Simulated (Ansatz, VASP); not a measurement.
# Si in VASP and in Ansatz

File INCAR:

```
ALGO = Normal
EDIFF = 1E-7
EDIFFG = -0.01
ENCUT = 600
GGA = PE
IBRION = 2
ISIF = 3
ISMEAR = 0
LASPH = True
LCHARG = False
LREAL = False
LWAVE = False
NELM = 80
NSW = 100
PREC = Accurate
SIGMA = 0.1
```

Contents of KPOINTS:

```
k-points
0
Gamma
  22 22 22
```

File POSCAR:

```
Si
1.0
   -1.6893698922      1.6893698922      3.0767446739
    1.6893698922     -1.6893698922      3.0767446739
    1.6893698922      1.6893698922     -3.0767446739
Si
2
Direct
    0.3083877181      0.3083877181      0.0000000000
    0.6916122819      0.6916122819      0.0000000000
```

Input for Ansatz:

```yaml
crystal:
  lattice:
    - [-1.6893698922, 1.6893698922, 3.0767446739]
    - [1.6893698922, -1.6893698922, 3.0767446739]
    - [1.6893698922, 1.6893698922, -3.0767446739]
  atoms:
    - { symbol: Si, position: [0.3083877181, 0.3083877181, 0.0] }
    - { symbol: Si, position: [0.6916122819, 0.6916122819, 0.0] }
basis:
  ecutwfc: 420
kpoints:
  mp_grid: { grid: [22, 22, 22] }
hamiltonian:
  xc: pbe
scf:
  occupations: { method: gaussian, width: 0.1 }
output:
  forces: true
  stress: true
  eigenvalues: true
relax:
  adjacent_minimum: "off"
  f_tol: 0.01
  max_steps: 80
  cell: { stress_tol: 0.05 }
```

Alike in both runs: task relaxation of cell and atoms; functional PBE; k mesh 22 × 22 × 22; occupations gaussian, width 0.1 eV; no spin polarisation.

```csv
,VASP,Ansatz
version,VASP 6.6.1,Ansatz 0.2.0
potentials or method,"VASP PAW PBE potentials, release 64 (Si), cutoff 600 eV","scalar-relativistic, plane waves, PAW"
valence electrons in the cell,8,8
```

```csv
,VASP,Ansatz,Ansatz less VASP
"gap on the k mesh at the Fermi level, each at its own relaxed structure (eV)",none,none,-
relaxed volume (Å³/atom),17.63,17.63,+0.001
relaxed length of the cell vector where the two differ most in proportion (Å),3.905,3.905,+0.0003
```

A gap of «none» marks a metal or a gap that the smearing closes.
